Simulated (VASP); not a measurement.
Write the native input for VASP 6.6.1 that does the following.

| Property | Result |
| --- | --- |
| Task | single point |
| Functional | r2SCAN |
| Potentials or basis | VASP PAW PBE potentials, release 64 (Mo_sv) |
| Cutoff | 520 eV |
| k mesh | 8 × 8 × 8 |
| Occupations | fermi-dirac, width 0.0238 eV |
| Spin | no spin polarisation |
| Dipole correction | no |
| Further INCAR settings | ALGO = Normal; EDIFF = 1e-07; NBANDS = 13 |

The system is Mo.

```
CELL_PARAMETERS angstrom
-1.58933 1.58933 1.58933
1.58933 -1.58933 1.58933
1.58933 1.58933 -1.58933
ATOMIC_POSITIONS crystal
Mo 0.00000 0.00000 0.00000
```

The input as run:

POSCAR

```
Mo
1.0
   -1.5893272400      1.5893272400      1.5893272400
    1.5893272400     -1.5893272400      1.5893272400
    1.5893272400      1.5893272400     -1.5893272400
Mo
1
Direct
    0.0000000000      0.0000000000      0.0000000000
```

INCAR.step1

```
SYSTEM = Mo
ALGO = Normal
EDIFF = 1E-4
ENCUT = 520
GGA = PE
ISMEAR = -1
LASPH = .TRUE.
LCHARG = .FALSE.
LREAL = .FALSE.
LWAVE = .TRUE.
NBANDS = 13
NELM = 100
PREC = Accurate
SIGMA = 0.0238
```

INCAR.step2

```
SYSTEM = Mo
ALGO = Normal
EDIFF = 1E-7
ENCUT = 520
ISIF = 2
ISMEAR = -1
ISTART = 1
LASPH = .TRUE.
LCHARG = .TRUE.
LELF = .TRUE.
LMIXTAU = .TRUE.
LREAL = .FALSE.
LVHAR = .TRUE.
LWAVE = .FALSE.
METAGGA = R2SCAN
NBANDS = 13
NELM = 100
PREC = Accurate
SIGMA = 0.0238
```

KPOINTS

```
k-points
0
G
  8 8 8
  0 0 0
```

Potentials or basis: VASP PAW PBE potentials, release 64 (Mo_sv).

Run with:

```bash
$ cat potpaw_PBE.64/Mo_sv/POTCAR > POTCAR
$ cp INCAR.step1 INCAR
$ mpirun -np 1 vasp_std > vasp.out
$ cp INCAR.step2 INCAR
$ mpirun -np 1 vasp_std > vasp.out
```

It gave:

```
Pressure               : -4.6 GPa
Band gap on the k mesh : zero (band 7 reaches 16.08 eV, above the bottom of band 8 at 10.73 eV)
```

Caveat: the PAW data sets were made with another functional, which shifts forces and pressure a little.

Wall time 31 s on 1 thread of Intel(R) Xeon(R) Platinum 8259CL CPU @ 2.50GHz (Skylake/Cascade Lake), on a shared host, peak memory 0.13 GiB.
